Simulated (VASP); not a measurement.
# BeTe in VASP: notebook

Runs on BeTe. Level: PBE. Tasks: single point.

Program: VASP 6.6.1. These are calculated values, not measurements. Logs are shortened: lines on timing, memory, paths and dates and some standing lists are left out, and cuts for length are marked.

### Step 1. The cell of the first run

Symmetry: F-43m, No. 216, cubic system. The conventional cell has a = 5.657 Å, b = 5.657 Å, c = 5.657 Å, α = 90.00°, β = 90.00°, γ = 90.00°. Be (site symmetry -43m) has 4 Te at 2.45 Å within 3.2 Å. Within 3.2 Å of Te (site symmetry -43m) lie 4 Be at 2.45 Å.

### Step 2. Single point, PBE

File INCAR:

```
PREC = Accurate
ENCUT = 600
EDIFF = 1E-6
ISMEAR = 0
SIGMA = 0.01
LREAL = F
LASPH = T
NELM = 120
ALGO = Normal
ISIF = 2
LWAVE = F
LCHARG = T
GGA = PE
LELF = T
LVHAR = T
NBANDS = 11
GGA_COMPAT = F
```

File KPOINTS:

```
regular mesh
0
Gamma
  4 4 4
```

File POSCAR:

```
BeTe
1.0
    0.0000000000      2.8286236255      2.8286236255
    2.8286236255      0.0000000000      2.8286236255
    2.8286236255      2.8286236255      0.0000000000
Be Te
1 1
Direct
    0.0000000000      0.0000000000      0.0000000000
    0.2500000000      0.2500000000      0.2500000000
```

Potentials or basis: VASP PAW PBE potentials, release 64 (Be, Te).

The run is started by

```
$ cat potpaw_PBE.64/Be/POTCAR potpaw_PBE.64/Te/POTCAR > POTCAR
$ mpirun -np 1 vasp_std > vasp.out
```

OUTCAR:

```text
PREC = Accurate
   ENCUT = 600
   EDIFF = 1E-6
   ISMEAR = 0
   LREAL = F
   LASPH = T
   NELM = 120
   ISIF = 2
   GGA = PE

 ion  position               nearest neighbor table
   1  0.000  0.000  0.000-   2 2.45   2 2.45   2 2.45   2 2.45
   2  0.250  0.250  0.250-   1 2.45   1 2.45   1 2.45   1 2.45

  LATTYP: Found a face centered cubic cell.
 ALAT       =     5.6572472510

  Lattice vectors:

 A1 = (   0.0000000000,   2.8286236255,   2.8286236255)
 A2 = (   2.8286236255,   0.0000000000,   2.8286236255)
 A3 = (   2.8286236255,   2.8286236255,   0.0000000000)

Analysis of symmetry for initial positions (statically):
=====================================================================
 Subroutine PRICEL returns:
 Original cell was already a primitive cell.

 Routine SETGRP: Setting up the symmetry group for a
 face centered cubic supercell.

 Subroutine GETGRP returns: Found 24 space group operations
 (whereof 24 operations were pure point group operations)
 out of a pool of 48 trial point group operations.

The static configuration has the point symmetry T_d .

Analysis of symmetry for dynamics (positions and initial velocities):
=====================================================================
 Subroutine PRICEL returns:
 Original cell was already a primitive cell.

 Routine SETGRP: Setting up the symmetry group for a
 face centered cubic supercell.

 Subroutine GETGRP returns: Found 24 space group operations
 (whereof 24 operations were pure point group operations)
 out of a pool of 48 trial point group operations.

The dynamic configuration has the point symmetry T_d .

 Subroutine INISYM returns: Found 24 space group operations
 (whereof 24 operations are pure point group operations),
 and found     1 'primitive' translations

----------------------------------------------------------------------------------------

                                     Primitive cell

  volume of cell :      45.2643

  direct lattice vectors                    reciprocal lattice vectors
     0.000000000  2.828623626  2.828623626    -0.176764415  0.176764415  0.176764415
     2.828623626  0.000000000  2.828623626     0.176764415 -0.176764415  0.176764415
     2.828623626  2.828623626  0.000000000     0.176764415  0.176764415 -0.176764415

  length of vectors
     4.000277894  4.000277894  4.000277894     0.306164947  0.306164947  0.306164947

  position of ions in fractional coordinates (direct lattice)
     0.000000000  0.000000000  0.000000000
     0.250000000  0.250000000  0.250000000

  ion indices of the primitive-cell ions
   primitive index   ion index
                 1           1
                 2           2

----------------------------------------------------------------------------------------

 KPOINTS: regular mesh

Automatic generation of k-mesh.
 Grid dimensions read from file:
 generate k-points for:    4    4    4

 Generating k-lattice:

  Cartesian coordinates                     Fractional coordinates (reciprocal lattice)
    -0.044191104  0.044191104  0.044191104     0.250000000  0.000000000  0.000000000
     0.044191104 -0.044191104  0.044191104     0.000000000  0.250000000  0.000000000
     0.044191104  0.044191104 -0.044191104     0.000000000  0.000000000  0.250000000

  Length of vectors
     0.076541237  0.076541237  0.076541237

  Shift w.r.t. Gamma in fractional coordinates (k-lattice)
     0.000000000  0.000000000  0.000000000

 Subroutine IBZKPT returns following result:
 ===========================================

 Found      8 irreducible k-points:

 Following reciprocal coordinates:
            Coordinates               Weight
  0.000000  0.000000  0.000000      1.000000
  0.250000  0.000000  0.000000      8.000000
  0.500000  0.000000  0.000000      4.000000
  0.250000  0.250000  0.000000      6.000000
  0.500000  0.250000  0.000000     24.000000
 -0.250000  0.250000  0.000000     12.000000
  0.500000  0.500000  0.000000      3.000000
 -0.250000  0.500000  0.250000      6.000000
   k-points           NKPTS =      8   k-points in BZ     NKDIM =      8   number of bands    NBANDS=     11
   number of dos      NEDOS =    301   number of ions     NIONS =      2
   total plane-waves  NPLWV =  32768
   dimension x,y,z NGX =    32 NGY =   32 NGZ =   32
   dimension x,y,z NGXF=    64 NGYF=   64 NGZF=   64
   ions per type =               1   1
   NGX,Y,Z   is equivalent  to a cutoff of  13.30, 13.30, 13.30 a.u.
   NGXF,Y,Z  is equivalent  to a cutoff of  26.60, 26.60, 26.60 a.u.
 SYSTEM =  unknown system
   PREC   = accura    normal or accurate (medium, high low for compatibility)
   ISTART =      0    job   : 0-new  1-cont  2-samecut
   ICHARG =      2    charge: 1-file 2-atom 10-const
   ISPIN  =      1    spin polarized calculation?
   LNONCOLLINEAR =      F non collinear calculations
   LSORBIT =      F    spin-orbit coupling
   LASPH  =      T    aspherical Exc in radial PAW
   ENCUT  =  600.0 eV  44.10 Ry    6.64 a.u.   7.99  7.99  7.99*2*pi/ulx,y,z
   NELM   =    120;   NELMIN=  2; NELMDL= -5     # of ELM steps
   EDIFF  = 0.1E-05   stopping-criterion for ELM
   LREAL  =      F    real-space projection
   EDIFFG = 0.1E-04   stopping-criterion for IOM
   NSW    =      0    number of steps for IOM
   IBRION =     -1    ionic relax: 0-MD 1-quasi-New 2-CG
   NFREE  =      0    steps in history (QN), initial steepest desc. (CG)
   ISIF   =      2    stress and relaxation
   ISYM   =      2    0-nonsym 1-usesym 2-fastsym
   POTIM  = 0.5000    time-step for ionic-motion
   TEBEG  =    0.0;   TEEND  =   0.0 temperature during run
   PSTRESS=    0.0 pullay stress
   NELECT =       8.0000    total number of electrons
   NUPDOWN=      -1.0000    fix difference up-down
   EMIN   =  10.00;   EMAX   =-10.00  energy-range for DOS
   EFERMI =   0.00;   METHOD = LEGACY
   ISMEAR =     0;   SIGMA  =   0.01  broadening in eV -4-tet -1-fermi 0-gaus
   EFERMI_NEDOS =   21; number of points for ismear=-14 and -15
   IALGO  =     38    algorithm
   IMIX   =      4    mixing-type and parameters
     AMIX     =   0.40;   BMIX     =  1.00
     AMIX_MAG =   1.60;   BMIX_MAG =  1.00
  volume/ion in A,a.u.               =      22.63       152.73
  Fermi-wavevector in a.u.,A,eV,Ry     =   0.918727  1.736142 11.484116  0.844059
  Thomas-Fermi vector in A             =   2.043841
   LORBIT       =      0    0 simple, 1 ext, 2 COOP (PROOUT), +10 PAW based schemes
   GGA     = PE    functional components
   LHFCALC =     F    Hartree Fock is set to
   AEXX    =    0.0000 exact exchange contribution
   IVDW    =     0    specifies the selected vdW correction
   LEPSILON=     F    determine dielectric tensor
   LRPA    =     F    only Hartree local field effects (RPA)
 non-spin polarized calculation
 Gauss-broadening in eV      SIGMA  =   0.01
  energy-cutoff  :      600.00
  volume of cell :       45.26
 maximum number of plane-waves:      1540
   NGX = 15   NGY = 15   NGZ = 15

 number of electron       8.0000000 magnetization

 Free energy of the ion-electron system (eV)
  ---------------------------------------------------
  ext. energy  EPLUGINS =         0.00000000
  ---------------------------------------------------
  free energy    TOTEN  =        -7.54724304 eV

  energy without entropy =       -7.54724304  energy(sigma->0) =       -7.54724304

 E-fermi :   5.0866     XC(G=0):  -8.9893

 val. band max:        4.9691132489   @ k =   0.0000   0.0000   0.0000
 cond. band min:       6.9658106513   @ k =   0.5000   0.5000   0.0000
 fundamental gap:      1.9966974024
 Fermi energy:         5.0865711328

 k-point     1 :       0.0000    0.0000    0.0000
  band No.  band energies     occupation
      1      -7.2384      2.00000
      2       4.9691      2.00000
      3       4.9691      2.00000
      4       4.9691      2.00000
      5       8.5773      0.00000
      6       8.5773      0.00000
      7       8.5773      0.00000
      8       8.6914      0.00000
      9      13.2604      0.00000
     10      15.1752      0.00000
     11      15.1752      0.00000

 k-point     2 :       0.2500    0.0000    0.0000
  band No.  band energies     occupation
      1      -6.6939      2.00000
      2       1.6914      2.00000
      3       4.3078      2.00000
      4       4.3078      2.00000
      5       8.2454      0.00000
      6       9.4403      0.00000
      7       9.4403      0.00000
      8      11.9268      0.00000
      9      13.9877      0.00000
     10      13.9877      0.00000
     11      14.0016      0.00000

 k-point     3 :       0.5000    0.0000    0.0000
  band No.  band energies     occupation
      1      -5.9241      2.00000
      2      -0.4935      2.00000
      3       3.8562      2.00000
      4       3.8562      2.00000
      5       8.0022      0.00000
      6       9.5529      0.00000
      7       9.5529      0.00000
      8      12.7852      0.00000
      9      15.8435      0.00000
     10      16.4129      0.00000
     11      16.4129      0.00000

 k-point     4 :       0.2500    0.2500    0.0000
  band No.  band energies     occupation
      1      -6.5083      2.00000
      2       2.0956      2.00000
      3       3.3194      2.00000
      4       3.3194      2.00000
      5       7.5816      0.00000
      6       9.3490      0.00000
      7      11.3663      0.00000
      8      11.3663      0.00000
      9      13.5369      0.00000
     10      15.6973      0.00000
     11      16.1419      0.00000

 k-point     5 :       0.5000    0.2500    0.0000
  band No.  band energies     occupation
      1      -5.7168      2.00000
      2       0.1853      2.00000
      3       2.0265      2.00000
      4       2.9855      2.00000
      5       7.9372      0.00000
      6      10.4754      0.00000
      7      11.4342      0.00000
      8      11.7745      0.00000
      9      15.2740      0.00000
     10      16.6823      0.00000
     11      17.2526      0.00000

 k-point     6 :      -0.2500    0.2500    0.0000
  band No.  band energies     occupation
      1      -5.9930      2.00000
      2       0.6670      2.00000
      3       1.8519      2.00000
      4       3.7841      2.00000
      5       8.7075      0.00000
      6      10.4673      0.00000
      7      11.0930      0.00000
      8      11.5475      0.00000
      9      13.3642      0.00000
     10      14.7823      0.00000
     11      17.2675      0.00000

 k-point     7 :       0.5000    0.5000    0.0000
  band No.  band energies     occupation
      1      -5.4436      2.00000
      2      -0.0819      2.00000
      3       2.3691      2.00000
      4       2.3691      2.00000
      5       6.9658      0.00000
      6       7.6437      0.00000
      7      14.5810      0.00000
      8      14.5810      0.00000
      9      16.4279      0.00000
     10      17.8379      0.00000
     11      18.3254      0.00000

 k-point     8 :      -0.2500    0.5000    0.2500
  band No.  band energies     occupation
      1      -5.4114      2.00000
      2       0.4346      2.00000
      3       1.3411      2.00000
      4       1.8203      2.00000
      5      10.2430      0.00000
      6      10.4853      0.00000
      7      10.5163      0.00000
      8      11.0845      0.00000
      9      15.7798      0.00000
     10      16.5807      0.00000
     11      17.7243      0.00000

------------------------ aborting loop because EDIFF is reached ----------------------------------------

  FORCE on cell =-STRESS in cart. coord.  units (eV):
  Direction    XX          YY          ZZ          XY          YZ          ZX
  --------------------------------------------------------------------------------------
  -------------------------------------------------------------------------------------
  Total        0.2180131      0.2180131      0.2180131      0.0000000      0.0000000      0.0000000
  in kB        7.7168065      7.7168065      7.7168065      0.0000000      0.0000000      0.0000000
  external PRESSURE =       7.7168065 kB  Pullay stress =       0.0000000 kB

 VOLUME and BASIS-vectors are now :
 -----------------------------------------------------------------------------
  energy-cutoff  :      600.00
  volume of cell :       45.26
      direct lattice vectors                 reciprocal lattice vectors
     0.000000000  2.828623626  2.828623626    -0.176764415  0.176764415  0.176764415
     2.828623626  0.000000000  2.828623626     0.176764415 -0.176764415  0.176764415
     2.828623626  2.828623626  0.000000000     0.176764415  0.176764415 -0.176764415

 POSITION                                       TOTAL-FORCE (eV/Angst)
 -----------------------------------------------------------------------------------
      0.00000      0.00000      0.00000        -0.000000     -0.000000     -0.000000
      1.41431      1.41431      1.41431         0.000000      0.000000      0.000000
 -----------------------------------------------------------------------------------
    total drift:                                0.000000      0.000000      0.000000

  FREE ENERGIE OF THE ION-ELECTRON SYSTEM (eV)
  ---------------------------------------------------
  free  energy   TOTEN  =        -7.5472430443 eV

  energy  without entropy=       -7.5472430443  energy(sigma->0) =       -7.54724304
```

It took 6.5 s on 1 thread of Intel Xeon Platinum 8488C (Sapphire Rapids), shared host; peak memory 0.17 GiB.

What came out:

```yaml
Free_energy: -7.5472 eV
Pressure: 0.8 GPa
Band_gap_on_the_k_mesh: 2.00 eV, indirect (least direct gap 3.61 eV)
```

Levels at points of the mesh, in eV from the valence-band top:
```tsv
k point	band 1	band 2	band 3	band 4	band 5	band 6	band 7	band 8
(0.00, 0.00, 0.00)	-12.21	0.00	0.00	0.00	3.61	3.61	3.61	3.72
(0.50, 0.00, 0.00)	-10.89	-5.46	-1.11	-1.11	3.03	4.58	4.58	7.82
(0.50, 0.50, 0.00)	-10.41	-5.05	-2.60	-2.60	2.00	2.67	9.61	9.61
```

Caveat: the k points lie up to 0.48 Å⁻¹ apart; spin-orbit coupling is left out, which moves the levels of the heavy elements. A k mesh can miss the band edges.

### Step 3. Single point, PBE (uniaxial z strain -3.0%)

File INCAR:

```
ALGO = Normal ; EDIFF = 1E-6
ENCUT = 600 ; GGA = PE
GGA_COMPAT = F ; ISIF = 2
ISMEAR = 0 ; LASPH = T
LCHARG = T ; LELF = T
LREAL = F ; LVHAR = T
LWAVE = F ; NBANDS = 11
NELM = 120 ; PREC = Accurate
SIGMA = 0.01
```

File KPOINTS:

```
k-points
0
Gamma
  4 4 4
```

File POSCAR:

```
BeTe
1.0
    0.0000000000      2.8286236255      2.7437649167
    2.8286236255      0.0000000000      2.7437649167
    2.8286236255      2.8286236255      0.0000000000
Be Te
1 1
Direct
    0.0000000000      0.0000000000      0.0000000000
    0.2500000000      0.2500000000      0.2500000000
```

Potentials or basis: VASP PAW PBE potentials, release 64 (Be, Te).

The run is started by

```
$ cat potpaw_PBE.64/Be/POTCAR potpaw_PBE.64/Te/POTCAR > POTCAR
$ mpirun -np 1 vasp_std > vasp.out
```

It took 7.9 s on 1 thread of Intel Xeon Platinum 8488C (Sapphire Rapids), shared host; peak memory 0.17 GiB.

The run converged. Its results:

- Free energy: -7.5278 eV
- Pressure: 2.7 GPa
- Band gap on the k mesh: 1.68 eV, indirect (least direct gap 3.44 eV)

Stress tensor (GPa, compression positive):
```
2.08 0.00 0.00
0.00 2.08 0.00
0.00 0.00 3.85
```

Levels at points of the mesh, in eV from the valence-band top:
```tsv
k point	band 1	band 2	band 3	band 4	band 5	band 6	band 7	band 8
(0.00, 0.00, 0.00)	-12.51	-0.16	-0.16	0.00	3.44	3.50	3.50	3.84
(0.50, 0.00, 0.00)	-11.12	-5.76	-1.40	-1.14	2.98	4.37	4.60	7.71
(0.50, 0.50, 0.00)	-10.53	-5.20	-2.96	-2.96	1.68	2.36	9.72	9.72
(0.50, 0.00, 0.50)	-10.65	-5.38	-2.77	-2.72	1.89	2.62	9.58	9.71
```

Caveat: the k points lie up to 0.49 Å⁻¹ apart; the cell differs from its parent crystal (uniaxial z strain -3.0%); spin-orbit coupling is left out, which moves the levels of the heavy elements. A k mesh can miss the band edges.

### Step 4. Single point, PBE (uniaxial z strain -2.0%)

INCAR is that of step 3.

KPOINTS is that of step 3.

File POSCAR:

```
BeTe
1.0
    0.0000000000      2.8286236255      2.7720511529
    2.8286236255      0.0000000000      2.7720511529
    2.8286236255      2.8286236255      0.0000000000
Be Te
1 1
Direct
    0.0000000000      0.0000000000      0.0000000000
    0.2500000000      0.2500000000      0.2500000000
```

The run is started by

```
$ cat potpaw_PBE.64/Be/POTCAR potpaw_PBE.64/Te/POTCAR > POTCAR
$ mpirun -np 1 vasp_std > vasp.out
```

Wall time 7.9 s (1 thread of Intel Xeon Platinum 8488C (Sapphire Rapids), shared host); peak memory 0.17 GiB.

The run converged. Its results:

| Property | Result |
| --- | --- |
| Free energy | -7.5372 eV |
| Pressure | 2.0 GPa |
| Band gap on the k mesh | 1.79 eV, indirect (least direct gap 3.50 eV) |

Stress tensor (GPa, compression positive):
```
1.61 0.00 0.00
0.00 1.61 0.00
0.00 0.00 2.80
```

Levels at points of the mesh, in eV from the valence-band top:
| k point | band 1 | band 2 | band 3 | band 4 | band 5 | band 6 | band 7 | band 8 | band 9 |
| --- | --- | --- | --- | --- | --- | --- | --- | --- | --- |
| (0.00, 0.00, 0.00) | -12.41 | -0.11 | -0.11 | 0.00 | 3.50 | 3.54 | 3.54 | 3.80 | 8.25 |
| (0.50, 0.00, 0.00) | -11.05 | -5.66 | -1.30 | -1.13 | 3.00 | 4.44 | 4.58 | 7.74 | 10.86 |
| (0.50, 0.50, 0.00) | -10.49 | -5.15 | -2.84 | -2.84 | 1.79 | 2.47 | 9.69 | 9.69 | 11.60 |
| (0.50, 0.00, 0.50) | -10.57 | -5.27 | -2.72 | -2.68 | 1.92 | 2.63 | 9.60 | 9.69 | 11.44 |

Caveat: the k points lie up to 0.48 Å⁻¹ apart; the cell differs from its parent crystal (uniaxial z strain -2.0%); spin-orbit coupling is left out, which moves the levels of the heavy elements.

### Step 5. Overview

```tsv
cell	gap on the mesh (eV)	pressure (GPa)
a = 4.000 Å, angles 60.0°, 2 atoms	2.00	0.8
a = 3.941, b = 3.941, c = 4.000 Å, angles 59.5, 59.5, 61.0°, 2 atoms	1.68	2.7
a = 3.960, b = 3.960, c = 4.000 Å, angles 59.7, 59.7, 60.7°, 2 atoms	1.79	2.0
```

Alike in all rows: task single point; level PBE; potentials or basis VASP PAW PBE potentials, release 64 (Be, Te); no spin polarisation; k mesh 4 × 4 × 4; cutoff (eV) 600; smearing gaussian 0.01 eV.

Caveats: all runs use coarse meshes; spin-orbit coupling is left out, which moves the levels of the heavy elements.

Total energies depend on the potentials used, so only differences within one code and one set of settings carry meaning.
